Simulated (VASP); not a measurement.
# CdO (Monteponite) (Fm-3m) in VASP: further runs

CdO (Monteponite) is run at these levels: PBEsol; tasks: single point, relaxation of cell and atoms.

All numbers are computed with VASP 6.6.1; they aren't measurements. Logs are shortened: lines on timing, memory, paths and dates and some standing lists are left out, and cuts for length are marked.

**1. The cell of the first run**

The structure is cubic, space group Fm-3m (No. 225). Conventional cell: a = 4.691 Å, b = 4.691 Å, c = 4.691 Å, α = 90.00°, β = 90.00°, γ = 90.00°. Cd (site symmetry m-3m) has 6 O at 2.35 Å within 3.1 Å. Within 3.1 Å of O (site symmetry m-3m) lie 6 Cd at 2.35 Å.

**2. Single point, PBEsol**

File INCAR:

```
ALGO     = Normal         # electronic algorithm
EDIFF    = 1E-6           # SCF threshold, eV
ENCUT    = 600            # plane-wave cutoff, eV
GGA      = PS             # functional
GGA_COMPAT= False        
ISIF     = 2              # what is computed and relaxed
ISMEAR   = -1             # smearing method
LASPH    = True           # aspherical terms in the spheres
LCHARG   = False          # write CHGCAR
LREAL    = False          # projectors in reciprocal space
LWAVE    = False          # write WAVECAR
NBANDS   = 16             # bands
NELM     = 120            # most SCF steps
PREC     = Accurate       # precision mode
SIGMA    = 0.02           # smearing width, eV
```

File KPOINTS:

```
k-points
0
Gamma
  7 7 7
```

File POSCAR:

```
CdO
1.0
    0.0000000000      2.3454375676      2.3454375676
    2.3454375676      0.0000000000      2.3454375676
    2.3454375676      2.3454375676      0.0000000000
Cd O
1 1
Direct
    0.0000000000      0.0000000000      0.0000000000
    0.5000000000      0.5000000000      0.5000000000
```

Potentials or basis: VASP PAW PBE potentials, release 64 (Cd, O).

On the command line:

```bash
cat potpaw_PBE.64/Cd/POTCAR potpaw_PBE.64/O/POTCAR > POTCAR
mpirun -np 1 vasp_std > vasp.out
```

OUTCAR:

```text
EDIFF = 1E-6
   ENCUT = 600
   GGA = PS
   ISIF = 2
   ISMEAR = -1
   LASPH = True
   LREAL = False
   NELM = 120
   PREC = Accurate

 ion  position               nearest neighbor table
   1  0.000  0.000  0.000-   2 2.35   2 2.35   2 2.35   2 2.35   2 2.35   2 2.35
   2  0.500  0.500  0.500-   1 2.35   1 2.35   1 2.35   1 2.35   1 2.35   1 2.35

  LATTYP: Found a face centered cubic cell.
 ALAT       =     4.6908751352

  Lattice vectors:

 A1 = (   0.0000000000,   2.3454375676,   2.3454375676)
 A2 = (   2.3454375676,   0.0000000000,   2.3454375676)
 A3 = (   2.3454375676,   2.3454375676,   0.0000000000)

Analysis of symmetry for initial positions (statically):
=====================================================================
 Subroutine PRICEL returns:
 Original cell was already a primitive cell.

 Routine SETGRP: Setting up the symmetry group for a
 face centered cubic supercell.

 Subroutine GETGRP returns: Found 48 space group operations
 (whereof 48 operations were pure point group operations)
 out of a pool of 48 trial point group operations.

The static configuration has the point symmetry O_h .

Analysis of symmetry for dynamics (positions and initial velocities):
=====================================================================
 Subroutine PRICEL returns:
 Original cell was already a primitive cell.

 Routine SETGRP: Setting up the symmetry group for a
 face centered cubic supercell.

 Subroutine GETGRP returns: Found 48 space group operations
 (whereof 48 operations were pure point group operations)
 out of a pool of 48 trial point group operations.

The dynamic configuration has the point symmetry O_h .

 Subroutine INISYM returns: Found 48 space group operations
 (whereof 48 operations are pure point group operations),
 and found     1 'primitive' translations

----------------------------------------------------------------------------------------

                                     Primitive cell

  volume of cell :      25.8049

  direct lattice vectors                    reciprocal lattice vectors
     0.000000000  2.345437568  2.345437568    -0.213179838  0.213179838  0.213179838
     2.345437568  0.000000000  2.345437568     0.213179838 -0.213179838  0.213179838
     2.345437568  2.345437568  0.000000000     0.213179838  0.213179838 -0.213179838

  length of vectors
     3.316949618  3.316949618  3.316949618     0.369238310  0.369238310  0.369238310

  position of ions in fractional coordinates (direct lattice)
     0.000000000  0.000000000  0.000000000
     0.500000000  0.500000000  0.500000000

  ion indices of the primitive-cell ions
   primitive index   ion index
                 1           1
                 2           2

----------------------------------------------------------------------------------------

 KPOINTS: k-points

Automatic generation of k-mesh.
 Grid dimensions read from file:
 generate k-points for:    7    7    7

 Generating k-lattice:

  Cartesian coordinates                     Fractional coordinates (reciprocal lattice)
    -0.030454263  0.030454263  0.030454263     0.142857143  0.000000000  0.000000000
     0.030454263 -0.030454263  0.030454263     0.000000000  0.142857143  0.000000000
     0.030454263  0.030454263 -0.030454263     0.000000000  0.000000000  0.142857143

  Length of vectors
     0.052748330  0.052748330  0.052748330

  Shift w.r.t. Gamma in fractional coordinates (k-lattice)
     0.000000000  0.000000000  0.000000000

 Subroutine IBZKPT returns following result:
 ===========================================

 Found     20 irreducible k-points:

 Following reciprocal coordinates:
            Coordinates               Weight
  0.000000  0.000000  0.000000      1.000000
  0.142857  0.000000  0.000000      8.000000
  0.285714  0.000000  0.000000      8.000000
  0.428571  0.000000  0.000000      8.000000
  0.142857  0.142857  0.000000      6.000000
  0.285714  0.142857  0.000000     24.000000
[... 12 lines left out ...]
 -0.428571  0.428571  0.142857     24.000000
 -0.285714  0.428571  0.142857     24.000000
   k-points           NKPTS =     20   k-points in BZ     NKDIM =     20   number of bands    NBANDS=     16
   number of dos      NEDOS =    301   number of ions     NIONS =      2
   total plane-waves  NPLWV =  21952
   dimension x,y,z NGX =    28 NGY =   28 NGZ =   28
   dimension x,y,z NGXF=    56 NGYF=   56 NGZF=   56
   ions per type =               1   1
   NGX,Y,Z   is equivalent  to a cutoff of  14.03, 14.03, 14.03 a.u.
   NGXF,Y,Z  is equivalent  to a cutoff of  28.07, 28.07, 28.07 a.u.
 SYSTEM =  unknown system
   PREC   = accura    normal or accurate (medium, high low for compatibility)
   ISTART =      0    job   : 0-new  1-cont  2-samecut
   ICHARG =      2    charge: 1-file 2-atom 10-const
   ISPIN  =      1    spin polarized calculation?
   LNONCOLLINEAR =      F non collinear calculations
   LSORBIT =      F    spin-orbit coupling
   LASPH  =      T    aspherical Exc in radial PAW
   ENCUT  =  600.0 eV  44.10 Ry    6.64 a.u.   6.62  6.62  6.62*2*pi/ulx,y,z
   NELM   =    120;   NELMIN=  2; NELMDL= -5     # of ELM steps
   EDIFF  = 0.1E-05   stopping-criterion for ELM
   LREAL  =      F    real-space projection
   EDIFFG = 0.1E-04   stopping-criterion for IOM
   NSW    =      0    number of steps for IOM
   IBRION =     -1    ionic relax: 0-MD 1-quasi-New 2-CG
   NFREE  =      0    steps in history (QN), initial steepest desc. (CG)
   ISIF   =      2    stress and relaxation
   ISYM   =      2    0-nonsym 1-usesym 2-fastsym
   POTIM  = 0.5000    time-step for ionic-motion
   TEBEG  =    0.0;   TEEND  =   0.0 temperature during run
   PSTRESS=    0.0 pullay stress
   NELECT =      18.0000    total number of electrons
   NUPDOWN=      -1.0000    fix difference up-down
   EMIN   =  10.00;   EMAX   =-10.00  energy-range for DOS
   EFERMI =   0.00;   METHOD = LEGACY
   ISMEAR =    -1;   SIGMA  =   0.02  broadening in eV -4-tet -1-fermi 0-gaus
   EFERMI_NEDOS =   21; number of points for ismear=-14 and -15
   IALGO  =     38    algorithm
   IMIX   =      4    mixing-type and parameters
     AMIX     =   0.40;   BMIX     =  1.00
     AMIX_MAG =   1.60;   BMIX_MAG =  1.00
  volume/ion in A,a.u.               =      12.90        87.07
  Fermi-wavevector in a.u.,A,eV,Ry     =   1.451884  2.743662 28.680617  2.107966
  Thomas-Fermi vector in A             =   2.569329
   LORBIT       =      0    0 simple, 1 ext, 2 COOP (PROOUT), +10 PAW based schemes
   GGA     = PS    functional components
   LHFCALC =     F    Hartree Fock is set to
   AEXX    =    0.0000 exact exchange contribution
   IVDW    =     0    specifies the selected vdW correction
   LEPSILON=     F    determine dielectric tensor
   LRPA    =     F    only Hartree local field effects (RPA)
 non-spin polarized calculation
  energy-cutoff  :      600.00
  volume of cell :       25.80
 maximum number of plane-waves:       881
   NGX = 13   NGY = 13   NGZ = 13

 number of electron      18.0000003 magnetization

 Free energy of the ion-electron system (eV)
  ---------------------------------------------------
  ext. energy  EPLUGINS =         0.00000000
  ---------------------------------------------------
  free energy    TOTEN  =        -8.50528426 eV

  energy without entropy =       -8.50474774  energy(sigma->0) =       -8.50501600

 E-fermi :   1.9308     XC(G=0): -11.9932

 val. band max:        1.8660166371   @ k =   0.4286   0.0000   0.0000
 cond. band min:       3.0555535509   @ k =   0.1429   0.0000   0.0000
 fundamental gap:      1.1895369138
 Fermi energy:         1.9307835170

 k-point     1 :       0.0000    0.0000    0.0000
  band No.  band energies     occupation
      1     -15.4342      2.00000
      2      -4.7391      2.00000
      3      -4.7391      2.00000
      4      -4.7391      2.00000
      5      -4.4311      2.00000
      6      -4.4311      2.00000
[... 8 lines left out ...]
     15      20.0693      0.00000
     16      20.0693      0.00000

 k-point     2 :       0.1429    0.0000    0.0000
  band No.  band energies     occupation
      1     -15.2914      2.00000
      2      -4.8359      2.00000
      3      -4.7442      2.00000
      4      -4.7442      2.00000
      5      -4.5280      2.00000
      6      -4.5280      2.00000
[... 8 lines left out ...]
     15      20.5367      0.00000
     16      20.5367      0.00000

 k-point     3 :       0.2857    0.0000    0.0000
  band No.  band energies     occupation
      1     -14.9490      2.00000
      2      -5.2228      2.00000
      3      -5.0679      2.00000
      4      -5.0679      2.00000
      5      -4.3701      2.00000
      6      -4.3701      2.00000
[... 8 lines left out ...]
     15      21.7283      0.00000
     16      21.7283      0.00000

 k-point     4 :       0.4286    0.0000    0.0000
  band No.  band energies     occupation
      1     -14.6481      2.00000
      2      -5.6966      2.00000
      3      -5.3300      2.00000
      4      -5.3300      2.00000
      5      -4.1934      2.00000
      6      -4.1934      2.00000
[... 8 lines left out ...]
     15      23.3996      0.00000
     16      23.4020      0.00000
[... 248 lines left out ...]
 k-point    18 :      -0.4286    0.2857    0.1429
  band No.  band energies     occupation
      1     -14.6559      2.00000
      2      -5.2806      2.00000
      3      -5.0491      2.00000
      4      -4.9802      2.00000
      5      -4.2108      2.00000
      6      -4.0964      2.00000
[... 8 lines left out ...]
     15      21.7605      0.00000
     16      25.3246      0.00000

 k-point    19 :      -0.4286    0.4286    0.1429
  band No.  band energies     occupation
      1     -14.7018      2.00000
      2      -5.1101      2.00000
      3      -4.7261      2.00000
      4      -4.5956      2.00000
      5      -4.0793      2.00000
      6      -3.9370      2.00000
[... 8 lines left out ...]
     15      23.7406      0.00000
     16      26.2869      0.00000

 k-point    20 :      -0.2857    0.4286    0.1429
  band No.  band energies     occupation
      1     -14.6496      2.00000
      2      -5.1149      2.00000
      3      -4.8849      2.00000
      4      -4.7873      2.00000
      5      -4.0739      2.00000
      6      -3.9264      2.00000
[... 8 lines left out ...]
     15      21.6537      0.00000
     16      27.0375      0.00000

------------------------ aborting loop because EDIFF is reached ----------------------------------------

  FORCE on cell =-STRESS in cart. coord.  units (eV):
  Direction    XX          YY          ZZ          XY          YZ          ZX
  --------------------------------------------------------------------------------------
  -------------------------------------------------------------------------------------
  Total        0.2159999      0.2159999      0.2159999      0.0000000      0.0000000      0.0000000
  in kB       13.4110409     13.4110409     13.4110409      0.0000000      0.0000000      0.0000000
  external PRESSURE =      13.4110409 kB  Pullay stress =       0.0000000 kB

 VOLUME and BASIS-vectors are now :
 -----------------------------------------------------------------------------
  energy-cutoff  :      600.00
  volume of cell :       25.80
      direct lattice vectors                 reciprocal lattice vectors
     0.000000000  2.345437568  2.345437568    -0.213179838  0.213179838  0.213179838
     2.345437568  0.000000000  2.345437568     0.213179838 -0.213179838  0.213179838
     2.345437568  2.345437568  0.000000000     0.213179838  0.213179838 -0.213179838

 POSITION                                       TOTAL-FORCE (eV/Angst)
 -----------------------------------------------------------------------------------
      0.00000      0.00000      0.00000        -0.000000     -0.000000     -0.000000
      2.34544      2.34544      2.34544         0.000000      0.000000      0.000000
 -----------------------------------------------------------------------------------
    total drift:                                0.000000      0.000000      0.000000

  FREE ENERGIE OF THE ION-ELECTRON SYSTEM (eV)
  ---------------------------------------------------
  free  energy   TOTEN  =        -8.5052842617 eV

  energy  without entropy=       -8.5047477448  energy(sigma->0) =       -8.50501600
```

It took 12 s on 1 thread of Intel Xeon Platinum 8259CL at 2.50GHz (Skylake/Cascade Lake), shared host; peak memory 0.15 GiB.

What came out:

- Free energy: -8.5053 eV
- Pressure: 1.3 GPa
- Band gap on the k mesh: zero (band 9 reaches 1.87 eV, above the bottom of band 10 at 1.41 eV)

Caveat: the PAW data sets were made with another functional, which shifts forces and pressure a little.

**3. Relaxation of cell and atoms, PBEsol**

This run uses another cell than the first one, of 12.97 Å³/atom, 1.005 times its volume.

File INCAR:

```
SYSTEM = CdO
PREC = Accurate ; ENCUT = 600
EDIFF = 1E-7 ; ISMEAR = -1
SIGMA = 0.02 ; LREAL = .False.
LASPH = .True. ; NELM = 120
ALGO = Normal ; ISIF = 3
LWAVE = .False. ; LCHARG = .False.
GGA = PS ; IBRION = 2
NSW = 60 ; EDIFFG = -0.03
GGA_COMPAT = .False. ; NELMIN = 4
```

File KPOINTS:

```
regular mesh
0
Gamma
  7 7 7
  0 0 0
```

File POSCAR:

```
CdO
1.0
    0.0000000000      2.3495000000      2.3495000000
    2.3495000000      0.0000000000      2.3495000000
    2.3495000000      2.3495000000      0.0000000000
Cd O
1 1
Direct
    0.0000000000      0.0000000000      0.0000000000
    0.5000000000      0.5000000000      0.5000000000
```

Potentials or basis: VASP PAW PBE potentials, release 64 (Cd, O).

On the command line:

```bash
cat potpaw_PBE.64/Cd/POTCAR potpaw_PBE.64/O/POTCAR > POTCAR
mpirun -np 1 vasp_std > vasp.out
```

Run time: 21 s. Hardware: 1 thread of Intel Xeon Platinum 8259CL at 2.50GHz (Skylake/Cascade Lake), shared host; peak memory 0.16 GiB.

Results (log left out):

| Quantity | Value |
| --- | --- |
| Free energy | -8.5066 eV |
| Relaxed volume | 13.02 Å³/atom |
| Relaxed cell | a = 3.327 Å, b = 3.327 Å, c = 3.327 Å, α = 60.00°, β = 60.00°, γ = 60.00° |
| Space group after relaxing (to 0.05 Å) | Fm-3m (No. 225) |
| Energy gained by relaxing | 0.1 meV/atom |
| Ionic steps | 3 |
| Pressure after relaxing | 0.0 GPa |
| Band gap on the k mesh | zero (band 9 reaches 1.78 eV, above the bottom of band 10 at 1.30 eV) |

The path:
| step | energy change (eV) | largest force (eV/Å) | pressure (GPa) | volume (Å³) |
| --- | --- | --- | --- | --- |
| 1 | 0.0000 | 0.0000 | 0.56 | 25.94 |
| 2 | -0.0001 | 0.0000 | -0.38 | 26.11 |
| 3 | -0.0002 | 0.0000 | 0.00 | 26.04 |

Final structure:
```
Cd O
1.0
     0.00000    2.35263    2.35263
     2.35263    0.00000    2.35263
     2.35263    2.35263    0.00000
Cd O
1 1
Direct
  0.00000 0.00000 0.00000
  0.50000 0.50000 0.50000
```

Levels at points of the mesh, in eV from the Fermi level:
| k point | band 6 | band 7 | band 8 | band 9 | band 10 | band 11 | band 12 | band 13 |
| --- | --- | --- | --- | --- | --- | --- | --- | --- |
| (0.00, 0.00, 0.00) | -6.35 | -1.35 | -1.35 | -1.35 | -0.54 | 14.76 | 16.86 | 16.86 |

Caveat: the PAW data sets were made with another functional, which shifts forces and pressure a little.
